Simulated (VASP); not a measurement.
# SiNi (NiAs type) (P6_3/mmc) in VASP: further runs

SiNi (NiAs type) is run at these levels: PBE; tasks: single point, relaxation of cell and atoms.

Everything below comes from runs of VASP 6.6.1. Logs are shortened: lines on timing, memory, paths and dates and some standing lists are left out, and cuts for length are marked.

## 1. The cell of the first run

It takes space group P6_3/mmc (No. 194, hexagonal). The conventional cell has a = 3.238 Å, b = 3.238 Å, c = 4.527 Å, α = 90.00°, β = 90.00°, γ = 120.00°. Ni (site symmetry -3m) has 6 Si at 2.19 Å and 2 Ni at 2.26 Å within 2.9 Å. Si (site symmetry -6m2) has 6 Ni at 2.19 Å within 2.9 Å.

## 2. Single point, PBE

The input, INCAR:

```
PREC = Accurate
ENCUT = 520
EDIFF = 1E-6
ISMEAR = -1
SIGMA = 0.08
LREAL = F
LASPH = T
NELM = 100
ALGO = Normal
ISIF = 2
LWAVE = F
LCHARG = F
GGA = PE
NBANDS = 22
```

The input, KPOINTS:

```
regular mesh
0
Gamma
  12 12 7
```

The input, POSCAR:

```
SiNi
1.0
    3.2383954685      0.0000000000      0.0000000000
   -1.6191977343      2.8045327432      0.0000000000
    0.0000000000      0.0000000000      4.5265859383
Ni Si
2 2
Direct
    0.0000000000      0.0000000000      0.0000000000
    0.0000000000      0.0000000000      0.5000000000
    0.3333333333      0.6666666667      0.2500000000
    0.6666666667      0.3333333333      0.7500000000
```

Potentials or basis: VASP PAW PBE potentials, release 64 (Ni, Si).

Run with:

```console
$ cat potpaw_PBE.64/Ni/POTCAR potpaw_PBE.64/Si/POTCAR > POTCAR
$ mpirun -np 1 vasp_std > vasp.out
```

OUTCAR:

```text
PREC = Accurate
   ENCUT = 520
   EDIFF = 1E-6
   ISMEAR = -1
   LREAL = F
   LASPH = T
   NELM = 100
   ISIF = 2
   GGA = PE

 ion  position               nearest neighbor table
   1  0.000  0.000  0.000-   3 2.19   4 2.19   4 2.19   3 2.19   4 2.19   3 2.19   2 2.26   2 2.26

   2  0.000  0.000  0.500-   3 2.19   4 2.19   4 2.19   3 2.19   4 2.19   3 2.19   1 2.26   1 2.26

   3  0.333  0.667  0.250-   1 2.19   2 2.19   1 2.19   2 2.19   1 2.19   2 2.19   4 2.94   4 2.94
                             4 2.94   4 2.94   4 2.94   4 2.94
   4  0.667  0.333  0.750-   1 2.19   2 2.19   1 2.19   2 2.19   1 2.19   2 2.19   3 2.94   3 2.94
                             3 2.94   3 2.94   3 2.94   3 2.94

  LATTYP: Found a hexagonal cell.
 ALAT       =     3.2383954685
 C/A-ratio  =     1.3977866454

  Lattice vectors:

 A1 = (   3.2383954685,   0.0000000000,   0.0000000000)
 A2 = (  -1.6191977343,   2.8045327432,   0.0000000000)
 A3 = (   0.0000000000,   0.0000000000,   4.5265859383)

Analysis of symmetry for initial positions (statically):
=====================================================================
 Subroutine PRICEL returns:
 Original cell was already a primitive cell.

 Routine SETGRP: Setting up the symmetry group for a
 hexagonal supercell.

 Subroutine GETGRP returns: Found 24 space group operations
 (whereof 12 operations were pure point group operations)
 out of a pool of 24 trial point group operations.

The static configuration has the point symmetry D_3d.
 The point group associated with its full space group is D_6h.

Analysis of symmetry for dynamics (positions and initial velocities):
=====================================================================
 Subroutine PRICEL returns:
 Original cell was already a primitive cell.

 Routine SETGRP: Setting up the symmetry group for a
 hexagonal supercell.

 Subroutine GETGRP returns: Found 24 space group operations
 (whereof 12 operations were pure point group operations)
 out of a pool of 24 trial point group operations.

The dynamic configuration has the point symmetry D_3d.
 The point group associated with its full space group is D_6h.

 Subroutine INISYM returns: Found 24 space group operations
 (whereof 12 operations are pure point group operations),
 and found     1 'primitive' translations

----------------------------------------------------------------------------------------

[... 94 lines left out ...]
   ENCUT  =  520.0 eV  38.22 Ry    6.18 a.u.   6.02  6.02  8.42*2*pi/ulx,y,z
   NELM   =    100;   NELMIN=  2; NELMDL= -5     # of ELM steps
   EDIFF  = 0.1E-05   stopping-criterion for ELM
   LREAL  =      F    real-space projection
   EDIFFG = 0.1E-04   stopping-criterion for IOM
   NSW    =      0    number of steps for IOM
   IBRION =     -1    ionic relax: 0-MD 1-quasi-New 2-CG
   NFREE  =      0    steps in history (QN), initial steepest desc. (CG)
   ISIF   =      2    stress and relaxation
   ISYM   =      2    0-nonsym 1-usesym 2-fastsym
   POTIM  = 0.5000    time-step for ionic-motion
   TEBEG  =    0.0;   TEEND  =   0.0 temperature during run
   PSTRESS=    0.0 pullay stress
   NELECT =      28.0000    total number of electrons
   NUPDOWN=      -1.0000    fix difference up-down
   EMIN   =  10.00;   EMAX   =-10.00  energy-range for DOS
   EFERMI =   0.00;   METHOD = LEGACY
   ISMEAR =    -1;   SIGMA  =   0.08  broadening in eV -4-tet -1-fermi 0-gaus
   EFERMI_NEDOS =   21; number of points for ismear=-14 and -15
   IALGO  =     38    algorithm
   IMIX   =      4    mixing-type and parameters
     AMIX     =   0.40;   BMIX     =  1.00
     AMIX_MAG =   1.60;   BMIX_MAG =  1.00
  volume/ion in A,a.u.               =      10.28        69.36
  Fermi-wavevector in a.u.,A,eV,Ry     =   1.440369  2.721903 28.227504  2.074663
  Thomas-Fermi vector in A             =   2.559121
   LORBIT       =      0    0 simple, 1 ext, 2 COOP (PROOUT), +10 PAW based schemes
   GGA     = PE    functional components
   LHFCALC =     F    Hartree Fock is set to
   AEXX    =    0.0000 exact exchange contribution
   IVDW    =     0    specifies the selected vdW correction
   LEPSILON=     F    determine dielectric tensor
   LRPA    =     F    only Hartree local field effects (RPA)
 non-spin polarized calculation
  energy-cutoff  :      520.00
  volume of cell :       41.11
 maximum number of plane-waves:      1134
   NGX = 13   NGY = 13   NGZ = 17

 number of electron      27.9999968 magnetization

 Free energy of the ion-electron system (eV)
  ---------------------------------------------------
  ext. energy  EPLUGINS =         0.00000000
  ---------------------------------------------------
  free energy    TOTEN  =       -21.83258865 eV

  energy without entropy =      -21.80423420  energy(sigma->0) =      -21.81841143

 E-fermi :  12.7279     XC(G=0): -12.9994

 val. band max:       12.7154216074   @ k =   0.2500   0.0000   0.0000
 cond. band min:      12.7377791285   @ k =   0.3333   0.3333   0.0000
 fundamental gap:      0.0223575211
 Fermi energy:        12.7279349601

 k-point     1 :       0.0000    0.0000    0.0000
  band No.  band energies     occupation
      1      -1.3286      2.00000
      2       5.1563      2.00000
      3       5.3768      2.00000
      4       7.4638      2.00000
      5       7.4638      2.00000
      6       7.6400      2.00000
[... 589 lines left out ...]
     21      21.8026      0.00000
     22      23.3249      0.00000

 [... further k-points ...]

------------------------ aborting loop because EDIFF is reached ----------------------------------------

  FORCE on cell =-STRESS in cart. coord.  units (eV):
  Direction    XX          YY          ZZ          XY          YZ          ZX
  --------------------------------------------------------------------------------------
  -------------------------------------------------------------------------------------
  Total       15.5276017     15.5276017     15.5748665     -0.0000000     -0.0000000      0.0000000
  in kB      605.1371257    605.1371256    606.9791153     -0.0000000     -0.0000000      0.0000000
  external PRESSURE =     605.7511222 kB  Pullay stress =       0.0000000 kB

 VOLUME and BASIS-vectors are now :
 -----------------------------------------------------------------------------
  energy-cutoff  :      520.00
  volume of cell :       41.11
      direct lattice vectors                 reciprocal lattice vectors
     3.238395468  0.000000000  0.000000000     0.308794899  0.178282818  0.000000000
    -1.619197734  2.804532743  0.000000000     0.000000000  0.356565636  0.000000000
     0.000000000  0.000000000  4.526585938     0.000000000  0.000000000  0.220917047

 POSITION                                       TOTAL-FORCE (eV/Angst)
 -----------------------------------------------------------------------------------
      0.00000      0.00000      0.00000         0.000000      0.000000     -0.000000
      0.00000      0.00000      2.26329         0.000000      0.000000     -0.000000
     -0.00000      1.86969      1.13165         0.000000      0.000000      0.000000
      1.61920      0.93484      3.39494        -0.000000      0.000000      0.000000
 -----------------------------------------------------------------------------------
    total drift:                               -0.000000      0.000000      0.000000

  FREE ENERGIE OF THE ION-ELECTRON SYSTEM (eV)
  ---------------------------------------------------
  free  energy   TOTEN  =       -21.8325886496 eV

  energy  without entropy=      -21.8042342010  energy(sigma->0) =      -21.81841143
```

stdout:

```text
POSCAR found type information on POSCAR NiSi
 POSCAR found :  2 types and       4 ions
 scaLAPACK will be used
 LDA part: xc-table for (Slater+PW92), standard interpolation
 POSCAR, INCAR and KPOINTS ok, starting setup
 FFT: planning ... GRIDC
 FFT: planning ... GRID_SOFT
 FFT: planning ... GRID
 WAVECAR not read
 entering main loop
```

Wall time 58 s (1 thread of Intel Xeon Platinum 8259CL at 2.50GHz (Skylake/Cascade Lake), shared host); peak memory 0.19 GiB.

Results:

```yaml
Free_energy: -21.8326 eV
Pressure: 60.6 GPa
Band_gap_on_the_k_mesh: zero (band 14 reaches 16.80 eV, above the bottom of band 15 at 11.12 eV)
```

Stress tensor (GPa, compression positive):
```
60.51  0.00  0.00
 0.00 60.51  0.00
 0.00  0.00 60.70
```

Spin polarisation is off, so any magnetic state and its effect on volume and gap are missing.

## 3. Single point, PBE

The input, INCAR:

```
SYSTEM = SiNi
PREC = Accurate
ENCUT = 520
EDIFF = 1E-6
ISMEAR = -1
SIGMA = 0.08
LREAL = .False.
LASPH = .True.
NELM = 80
ALGO = Normal
ISIF = 2
LWAVE = .False.
LCHARG = .False.
GGA = PE
NBANDS = 22
```

The input, KPOINTS:

```
Automatic mesh
0
Gamma
  12 12 7
  0 0 0
```

Edit POSCAR of step 2 so:

```diff
@@ -2,3 +2,3 @@
 1.0
-    3.2383954685      0.0000000000      0.0000000000
+    3.2383954686      0.0000000000      0.0000000000
    -1.6191977343      2.8045327432      0.0000000000
```

Potentials or basis: VASP PAW PBE potentials, release 64 (Ni, Si).

Run with:

```console
$ cat potpaw_PBE.64/Ni/POTCAR potpaw_PBE.64/Si/POTCAR > POTCAR
$ mpirun -np 1 vasp_std > vasp.out
```

Wall time 67 s (1 thread of Intel Xeon Platinum 8259CL at 2.50GHz (Skylake/Cascade Lake), shared host); peak memory 0.19 GiB.

The run converged. Its results:

| Property | Result |
| --- | --- |
| Free energy | -21.8326 eV |
| Pressure | 60.6 GPa |
| Band gap on the k mesh | zero (band 14 reaches 16.80 eV, above the bottom of band 15 at 11.12 eV) |

Stress tensor (GPa, compression positive):
```
60.51  0.00  0.00
 0.00 60.51  0.00
 0.00  0.00 60.70
```

Levels at points of the mesh, in eV from the Fermi level:
```
           k point  band 10  band 11  band 12  band 13  band 14  band 15  band 16  band 17  band 18  band 19
(0.00, 0.00, 0.00)    -3.55    -2.03    -2.03     0.40     2.95     2.95     5.84     5.84     5.95     7.46
(0.50, 0.00, 0.00)    -2.82    -2.74    -2.32    -2.05    -2.02    -1.47     2.59     2.63     5.27     6.30
```

Spin polarisation is off, so any magnetic state and its effect on volume and gap are missing.

## 4. Relaxation of cell and atoms, PBE, target pressure 61 GPa, at which the enthalpy is minimised

This run uses another cell than the first one, of 10.38 Å³/atom, 1.010 times its volume.

The input, INCAR:

```
SYSTEM = SiNi
ALGO = Normal ; EDIFF = 1E-6
EDIFFG = -0.005 ; ENCUT = 600
GGA = PE ; IBRION = 2
ISIF = 3 ; ISMEAR = -1
LASPH = .TRUE. ; LCHARG = .FALSE.
LREAL = .FALSE. ; LWAVE = .FALSE.
NELM = 80 ; NSW = 60
PREC = Accurate ; PSTRESS = 610.0
SIGMA = 0.08
```

The input, KPOINTS:

```
k-points
0
G
  12 12 7
  0 0 0
```

The input, POSCAR:

```
SiNi
1.0
    3.1395007241      0.0000000000      0.0000000000
   -1.5697503621      2.7188873823      0.0000000000
    0.0000000000      0.0000000000      4.8662261224
Ni Si
2 2
Direct
    0.0000000000      0.0000000000      0.0000000000
    0.0000000000      0.0000000000      0.5000000000
    0.3333333333      0.6666666667      0.2500000000
    0.6666666667      0.3333333333      0.7500000000
```

Run with:

```console
$ cat potpaw_PBE.64/Ni/POTCAR potpaw_PBE.64/Si/POTCAR > POTCAR
$ mpirun -np 1 vasp_std > vasp.out
```

It took 5.8 min on 1 thread of AMD EPYC 9R45 (Zen 5), shared host; peak memory 0.2 GiB.

Results (log left out):

```yaml
Free_energy: -21.8154 eV
Relaxed_volume: 10.27 Å³/atom
Relaxed_cell: a = 3.236 Å, b = 3.236 Å, c = 4.527 Å, α = 90.00°, β = 90.00°, γ = 120.00°
Space_group_after_relaxing_to_0.05_Å: P6_3/mmc (No. 194)
Energy_change_on_relaxing_the_enthalpy_is_what_falls: +10.7 meV/atom
Ionic_steps: 17
Pressure_after_relaxing: 61.0 GPa
Band_gap_on_the_k_mesh: zero (band 14 reaches 16.83 eV, above the bottom of band 15 at 11.13 eV)
```

The path:
```tsv
step	energy change (eV)	largest force (eV/Å)	pressure (GPa)	volume (Å³)
1	0.0000	0.0000	55.32	41.54
2	0.8477	0.0000	78.71	39.35
3	0.3532	0.0000	65.50	40.52
4	0.2285	0.0000	64.50	40.67
5	0.2574	0.0000	65.52	40.81
6	0.1776	0.0000	63.99	40.73
7	0.1586	0.0000	64.16	40.77
8	0.1615	0.0000	64.12	40.76
9	-0.2367	0.0000	53.50	41.85
10	0.0455	0.0000	61.05	41.06
11	0.0432	0.0000	61.06	41.06
12	-0.1010	0.0000	57.17	41.46
13	0.0409	0.0000	61.05	41.07
14	0.0385	0.0000	60.96	41.08
15	0.0369	0.0000	60.77	41.08
16	0.0363	0.0000	60.79	41.08
17	0.0427	0.0000	60.96	41.07
```

Final structure:
```
CELL_PARAMETERS angstrom
3.23639 0.00000 0.00000
-1.61820 2.80280 0.00000
0.00000 0.00000 4.52722
ATOMIC_POSITIONS crystal
Ni 0.00000 0.00000 0.00000
Ni 0.00000 0.00000 0.50000
Si 0.33333 0.66667 0.25000
Si 0.66667 0.33333 0.75000
```

Levels at points of the mesh, in eV from the Fermi level:
| k point | band 10 | band 11 | band 12 | band 13 | band 14 | band 15 | band 16 | band 17 | band 18 |
| --- | --- | --- | --- | --- | --- | --- | --- | --- | --- |
| (0.00, 0.00, 0.00) | -3.56 | -2.03 | -2.03 | 0.40 | 2.96 | 2.96 | 5.85 | 5.85 | 5.96 |
| (0.50, 0.00, 0.00) | -2.82 | -2.75 | -2.33 | -2.05 | -2.02 | -1.47 | 2.59 | 2.64 | 5.28 |

Caveat: the cell is relaxed towards a set pressure, so the enthalpy falls and the energy may rise. Spin polarisation is off, so any magnetic state and its effect on volume and gap are missing.
